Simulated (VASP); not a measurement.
# Ag (P6_3/mmc) in VASP: elastic constants with PBEsol

Aim: the elastic constants of Ag with PBEsol.

Everything below comes from runs of VASP 6.6.1. Logs are shortened: lines on timing, memory, paths and dates and some standing lists are left out, and cuts for length are marked.

## 1. The cell of the first run

It takes space group P6_3/mmc (No. 194, hexagonal). The conventional cell has a = 2.775 Å, b = 2.775 Å, c = 4.545 Å, α = 90.00°, β = 90.00°, γ = 120.00°. Within 3.7 Å of Ag (site symmetry -6m2) lie 12 Ag at 2.77 to 2.78 Å.

This isn't the form of Ag at room conditions, which is fcc.

## 2. Elastic constants, PBEsol

INCAR

```
SYSTEM = Ag
PREC = Accurate
ENCUT = 600
EDIFF = 1E-8
ISMEAR = -1
SIGMA = 0.1
LREAL = .FALSE.
LASPH = .TRUE.
NELM = 80
ALGO = Normal
ISIF = 3
LWAVE = .FALSE.
LCHARG = .TRUE.
GGA = PS
IBRION = 6
NFREE = 2
POTIM = 0.015
NSW = 1
```

KPOINTS

```
regular mesh
0
G
  18 18 10
  0 0 0
```

POSCAR

```
Ag
1.0
    2.7748487429      0.0000000000      0.0000000000
   -1.3874243715      2.4030895030      0.0000000000
    0.0000000000      0.0000000000      4.5445638410
Ag
2
Direct
    0.3333333333      0.6666666667      0.2500000000
    0.6666666667      0.3333333333      0.7500000000
```

Potentials or basis: VASP PAW PBE potentials, release 64 (Ag).

Launch:

```sh
$ cat potpaw_PBE.64/Ag/POTCAR > POTCAR
$ mpirun -np 1 vasp_std > vasp.out
```

OUTCAR:

```text
SYSTEM = Ag
   PREC = Accurate
   ENCUT = 600
   EDIFF = 1E-8
   ISMEAR = -1
   LREAL = .FALSE.
   LASPH = .TRUE.
   NELM = 80
   ISIF = 3
   GGA = PS
   IBRION = 6
   NFREE = 2
   POTIM = 0.015
   NSW = 1

 ion  position               nearest neighbor table
   1  0.333  0.667  0.250-   2 2.78   2 2.78   2 2.78   2 2.78   2 2.78   2 2.78
   2  0.667  0.333  0.750-   1 2.78   1 2.78   1 2.78   1 2.78   1 2.78   1 2.78

  LATTYP: Found a hexagonal cell.
 ALAT       =     2.7748487429
 C/A-ratio  =     1.6377699335

  Lattice vectors:

 A1 = (   2.7748487429,   0.0000000000,   0.0000000000)
 A2 = (  -1.3874243715,   2.4030895030,   0.0000000000)
 A3 = (   0.0000000000,   0.0000000000,   4.5445638410)

Analysis of symmetry for initial positions (statically):
=====================================================================
 Subroutine PRICEL returns:
 Original cell was already a primitive cell.

 Routine SETGRP: Setting up the symmetry group for a
 hexagonal supercell.

 Subroutine GETGRP returns: Found 24 space group operations
 (whereof 12 operations were pure point group operations)
 out of a pool of 24 trial point group operations.

The static configuration has the point symmetry D_3d.
 The point group associated with its full space group is D_6h.

Analysis of symmetry for dynamics (positions and initial velocities):
=====================================================================
 Subroutine PRICEL returns:
 Original cell was already a primitive cell.

 Routine SETGRP: Setting up the symmetry group for a
 hexagonal supercell.

 Subroutine GETGRP returns: Found 24 space group operations
 (whereof 12 operations were pure point group operations)
 out of a pool of 24 trial point group operations.

The dynamic configuration has the point symmetry D_3d.
 The point group associated with its full space group is D_6h.

 Subroutine INISYM returns: Found 24 space group operations
 (whereof 12 operations are pure point group operations),
 and found     1 'primitive' translations

----------------------------------------------------------------------------------------

                                     Primitive cell

  volume of cell :      30.3041

  direct lattice vectors                    reciprocal lattice vectors
     2.774848743  0.000000000  0.000000000     0.360380004  0.208065492  0.000000000
    -1.387424372  2.403089503  0.000000000     0.000000000  0.416130984  0.000000000
     0.000000000  0.000000000  4.544563841     0.000000000  0.000000000  0.220043119

  length of vectors
     2.774848743  2.774848743  4.544563841     0.416130984  0.416130984  0.220043119

  position of ions in fractional coordinates (direct lattice)
     0.333333333  0.666666667  0.250000000
     0.666666667  0.333333333  0.750000000

  ion indices of the primitive-cell ions
   primitive index   ion index
                 1           1
                 2           2

----------------------------------------------------------------------------------------

 KPOINTS: regular mesh

Automatic generation of k-mesh.
 Grid dimensions read from file:
 generate k-points for:   18   18   10

 Generating k-lattice:

  Cartesian coordinates                     Fractional coordinates (reciprocal lattice)
     0.020021111  0.011559194  0.000000000     0.055555556  0.000000000  0.000000000
     0.000000000  0.023118388  0.000000000     0.000000000  0.055555556  0.000000000
     0.000000000  0.000000000  0.022004312     0.000000000  0.000000000  0.100000000

  Length of vectors
     0.023118388  0.023118388  0.022004312

  Shift w.r.t. Gamma in fractional coordinates (k-lattice)
     0.000000000  0.000000000  0.000000000

 Subroutine IBZKPT returns following result:
 ===========================================

 Found    222 irreducible k-points:

 Following reciprocal coordinates:
            Coordinates               Weight
  0.000000  0.000000  0.000000      1.000000
  0.055556 -0.000000  0.000000      6.000000
  0.111111 -0.000000  0.000000      6.000000
  0.166667 -0.000000  0.000000      6.000000
  0.222222 -0.000000  0.000000      6.000000
  0.277778  0.000000  0.000000      6.000000
[... 16 lines left out ...]
  0.333333  0.111111  0.000000     12.000000
  0.388889  0.111111  0.000000     12.000000
 [... further k-points ...]
   k-points           NKPTS =    222   k-points in BZ     NKDIM =    222   number of bands    NBANDS=     15
[... 47 lines left out ...]
   LRPA    =     F    only Hartree local field effects (RPA)
 finite differences with symmetry
 non-spin polarized calculation
  energy-cutoff  :      600.00
  volume of cell :       30.30
 maximum number of plane-waves:      1038
 NGX is ok and might be reduce to    24
   NGX = 11   NGY = 11   NGZ = 19

--------------------------------------- Ionic step        1  -------------------------------------------

 number of electron      21.9999995 magnetization

 Free energy of the ion-electron system (eV)
  ---------------------------------------------------
  ext. energy  EPLUGINS =         0.00000000
  ---------------------------------------------------
  free energy    TOTEN  =        -6.48927025 eV

  energy without entropy =       -6.46851312  energy(sigma->0) =       -6.47889169

------------------------ aborting loop because EDIFF is reached ----------------------------------------

  FORCE on cell =-STRESS in cart. coord.  units (eV):
  Direction    XX          YY          ZZ          XY          YZ          ZX
  --------------------------------------------------------------------------------------
  -------------------------------------------------------------------------------------
  Total        2.7657796      2.7657796      2.7609103     -0.0000000      0.0000000      0.0000000
  in kB      146.2267035    146.2267035    145.9692599     -0.0000000      0.0000000      0.0000000
  external PRESSURE =     146.1408890 kB  Pullay stress =       0.0000000 kB
[... 89 lines left out ...]
  FREE ENERGIE OF THE ION-ELECTRON SYSTEM (eV)
  ---------------------------------------------------
  free  energy   TOTEN  =        -6.4415289594 eV

  energy  without entropy=       -6.4204543777  energy(sigma->0) =       -6.43099167

 E-fermi :  10.2098     XC(G=0): -13.2240

 val. band max:       10.1836498534   @ k =   0.3333   0.1667   0.3000
 cond. band min:      10.2232852131   @ k =   0.5000  -0.0000   0.1000
 fundamental gap:      0.0396353597
 Fermi energy:        10.2097946043

 k-point     1 :       0.0000    0.0000    0.0000
  band No.  band energies     occupation
      1       1.3549      2.00000
      2       2.9123      2.00000
      3       4.9728      2.00000
      4       5.0222      2.00000
      5       5.0222      2.00000
      6       5.3459      2.00000
      7       5.3459      2.00000
      8       5.7220      2.00000
      9       5.7220      2.00000
     10       7.0644      2.00000
     11       7.0644      2.00000
     12       9.4901      1.99850
     13      14.7856      0.00000
     14      26.0525      0.00000
[... 403 lines left out ...]
      4       4.8177      2.00000
      5       5.3087      2.00000
      6       5.5151      2.00000
      7       5.5840      2.00000
      8       7.0389      2.00000
      9       7.2292      2.00000
     10       7.2653      2.00000
     11       9.8613      1.94051
     12      13.3725      0.00000
     13      17.6735      0.00000
     14      17.9466      0.00000
     15      19.7908      0.00000

 [... further k-points ...]

[... ionic steps 4 to 14 ...]

--------------------------------------- Ionic step       15  -------------------------------------------

 number of electron      21.9999995 magnetization

------------------------ aborting loop because EDIFF is reached ----------------------------------------
[... 67 lines left out ...]
--------------------------------------- Ionic step       17  -------------------------------------------

 number of electron      21.9999998 magnetization

 Free energy of the ion-electron system (eV)
  ---------------------------------------------------
  ext. energy  EPLUGINS =         0.00000000
  ---------------------------------------------------
  free energy    TOTEN  =        -6.48815071 eV

  energy without entropy =       -6.46740559  energy(sigma->0) =       -6.47777815

 E-fermi :   9.9695     XC(G=0): -13.1300

 val. band max:        9.9477142636   @ k =   0.0000   0.2778   0.3000
 cond. band min:       9.9766965969   @ k =   0.3333   0.1667   0.3000
 fundamental gap:      0.0289823333
 Fermi energy:         9.9695463306

 k-point     1 :       0.0000    0.0000    0.0000
  band No.  band energies     occupation
      1       1.2369      2.00000
      2       2.7737      2.00000
      3       4.7183      2.00000
      4       4.8436      2.00000
      5       4.8436      2.00000
      6       5.1405      2.00000
      7       5.1405      2.00000
      8       5.5924      2.00000
      9       5.5924      2.00000
     10       6.8329      2.00000
     11       6.8329      2.00000
     12       9.1631      1.99937
     13      14.2229      0.00000
     14      25.8973      0.00000
[... 444 lines left out ...]
  FREE ENERGIE OF THE ION-ELECTRON SYSTEM (eV)
  ---------------------------------------------------
  free  energy   TOTEN  =        -6.4881507075 eV

  energy  without entropy=       -6.4674055867  energy(sigma->0) =       -6.47777815

 INTERNAL STRAIN TENSORS FROM STRAINED CELLS
 ============================================

 INTERNAL STRAIN TENSOR FOR ION    1 for displacements in x,y,z  (eV/Angst):
          X           Y           Z          XY          YZ          ZX
  --------------------------------------------------------------------------------
  x     0.00000    -0.00000    -0.00000    -2.06939    -0.00000    -0.00000
  y    -2.04956     2.01696    -0.00000    -0.00001     0.00003     0.00004
  z    -0.00000    -0.00000     0.00000    -0.00000     0.00980     0.00000

 INTERNAL STRAIN TENSORS FROM DISPLACED ATOMS
 ============================================

 INTERNAL STRAIN TENSOR FOR ION    1 for displacements in x,y,z  (eV/Angst):
          X           Y           Z          XY          YZ          ZX
  --------------------------------------------------------------------------------
  x     0.00000    -0.00000     0.00000    -2.02029     0.00000     0.00000
  y    -2.02029     2.02029    -0.00000    -0.00000     0.00000     0.00000
  z    -0.00000    -0.00000     0.00000    -0.00000     0.00000     0.00000

 INTERNAL STRAIN TENSOR FOR ION    2 for displacements in x,y,z  (eV/Angst):
          X           Y           Z          XY          YZ          ZX
  --------------------------------------------------------------------------------
  x    -0.00000     0.00000    -0.00000     2.02029     0.00000     0.00000
  y     2.02029    -2.02029     0.00000     0.00000     0.00000     0.00000
  z     0.00000     0.00000    -0.00000     0.00000     0.00000     0.00000

 Eigenvectors and eigenvalues of the dynamical matrix
 ----------------------------------------------------

   1 f  =    6.718708 THz    42.214889 2PiTHz  224.111986 cm-1    27.786332 meV
             X         Y         Z           dx          dy          dz
     -0.000000  1.602060  1.136141     0.000000    0.000000    0.707107
      1.387424  0.801030  3.408423    -0.000000    0.000000   -0.707107
[... 16 lines left out ...]
   5 f  =    0.000000 THz     0.000000 2PiTHz    0.000000 cm-1     0.000000 meV
             X         Y         Z           dx          dy          dz
     -0.000000  1.602060  1.136141     0.000000    0.000000    0.707107
      1.387424  0.801030  3.408423    -0.000000    0.000000    0.707107

   6 f/i=    0.000000 THz     0.000000 2PiTHz    0.000001 cm-1     0.000000 meV
             X         Y         Z           dx          dy          dz
     -0.000000  1.602060  1.136141     0.408139    0.577427    0.000000
      1.387424  0.801030  3.408423     0.408139    0.577427    0.000000

--------------------------------------------------------------------------------------------------------

 ELASTIC MODULI CONTR FROM IONIC RELAXATION (kBar)
 Direction    XX          YY          ZZ          XY          YZ          ZX
 --------------------------------------------------------------------------------
 XX        -148.1012    148.1012     -0.0000      0.0000      0.0000      0.0000
 YY         148.1012   -148.1012      0.0000      0.0000      0.0000      0.0000
 ZZ          -0.0000      0.0000     -0.0000      0.0000      0.0000      0.0000
 XY           0.0000      0.0000      0.0000   -148.1012      0.0000      0.0000
 YZ           0.0000      0.0000      0.0000      0.0000      0.0000      0.0000
 ZX           0.0000      0.0000      0.0000      0.0000      0.0000      0.0000
 --------------------------------------------------------------------------------

 TOTAL ELASTIC MODULI (kBar)
 Direction    XX          YY          ZZ          XY          YZ          ZX
 --------------------------------------------------------------------------------
 XX        2538.4133   1692.4457   1218.6842     -0.0000      0.0000      0.0000
 YY        1692.4457   2538.4133   1218.6842     -0.0000      0.0000     -0.0000
 ZZ        1218.6842   1218.6842   2985.2539     -0.0000      0.0000      0.0000
 XY          -0.0000     -0.0000     -0.0000    422.9838      0.0000      0.0000
 YZ           0.0000      0.0000      0.0000      0.0000    395.1508     -0.0000
 ZX           0.0000      0.0000      0.0000      0.0000     -0.0000    395.1508
 --------------------------------------------------------------------------------
```

It took 56 min on 1 thread of Oxide Virtual Turin-like, shared host; peak memory 0.86 GiB.

Results:

| Quantity | Value |
| --- | --- |
| Voigt bulk modulus | 181 GPa |
| Highest phonon frequency at Γ | 224 cm⁻¹ |

Phonon frequencies in cm⁻¹ (negative: imaginary):
| q point | frequencies |
| --- | --- |
| (0.000, 0.000, 0.000) | 0 0 0 86 86 224 |

Elastic tensor in Voigt notation (GPa, in the Cartesian axes of the cell as first typed):
```
254 169 122   0   0   0
169 254 122   0   0   0
122 122 299   0   0   0
  0   0   0  40   0   0
  0   0   0   0  40   0
  0   0   0   0   0  42
```

Clamped-ion elastic tensor (GPa):
```
269 154 122   0   0   0
154 269 122   0   0   0
122 122 299   0   0   0
  0   0   0  40   0   0
  0   0   0   0  40   0
  0   0   0   0   0  57
```

Caveat: the cell is under stress, which shifts elastic constants; the PAW data sets were made with another functional, which shifts forces and pressure a little.
